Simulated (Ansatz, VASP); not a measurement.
Ni: VASP beside Ansatz

```
Ni
1.0
     0.00000    1.76780    1.76780
     1.76780    0.00000    1.76780
     1.76780    1.76780    0.00000
Ni
1
Direct
  0.00000 0.00000 0.00000
```

Alike in both runs: task single point; functional PBE; k mesh 14 × 14 × 14; occupations fermi-dirac, width 0.05 eV; no spin polarisation.

```csv
,VASP,Ansatz
version,VASP 6.6.1,Ansatz 0.2.0
potentials or method,"VASP PAW PBE potentials, release 64 (Ni), cutoff 600 eV","PAW, plane waves, scalar-relativistic"
valence electrons in the cell,10,18
```

```tsv
	VASP	Ansatz	Ansatz less VASP
pressure (GPa)	-3.8	-3.9	-0.02
```

VASP's potentials hold 10 valence electrons a cell and Ansatz's 18, so a difference there can come from the potentials and not from the codes.
